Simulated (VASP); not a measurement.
## MgO: single point with PBE

The system is MgO.

```
Mg O
1.0
     3.43909    0.00000    0.00000
    -1.71955    2.97834    0.00000
     0.00000    0.00000    4.43736
Mg O
2 2
Direct
  0.67227 0.33333 0.75000
  0.33894 0.66667 0.25000
  0.65815 0.33333 0.25000
  0.32481 0.66667 0.75000
```

This cell differs from its parent crystal: mode 8 frozen in at -0.030 Å, strain +e along z and -e/2 along x and y +0.0467.

```
Program             : VASP 6.6.1
Task                : single point
Functional          : PBE
Potentials or basis : VASP PAW PBE potentials, release 64 (Mg, O)
Cutoff              : 520 eV
k mesh              : 9 × 9 × 6
Occupations         : gaussian, width 0.05 eV
Spin                : no spin polarisation
```

The pressure is 0.8 GPa, the largest force is 0.519 eV/Å and the band gap on the k mesh is 3.18 eV, direct.

Forces on the atoms (eV/Å):
```
Mg  -0.517 -0.043  0.000
Mg  -0.517  0.043  0.000
O    0.517 -0.043  0.000
O    0.517  0.043  0.000
```

Stress tensor (GPa, compression positive):
```
 4.26  0.00  0.00
 0.00  3.98  0.00
 0.00  0.00 -5.96
```

Levels at points of the mesh, in eV from the valence-band top:
| k point | band 6 | band 7 | band 8 | band 9 | band 10 | band 11 |
| --- | --- | --- | --- | --- | --- | --- |
| (0.00, 0.00, 0.00) | -0.93 | -0.93 | 0.00 | 3.18 | 8.94 | 11.27 |
| (0.00, 0.00, 0.50) | -1.35 | -1.26 | -1.26 | 6.14 | 6.14 | 13.09 |

Run time: 29 s on 1 thread of AMD EPYC 9R45 (Zen 5) (shared host), peak memory 0.18 GiB.

Caveat: the cell differs from its parent crystal (mode 8 frozen in at -0.030 Å, strain +e along z and -e/2 along x and y +0.0467).
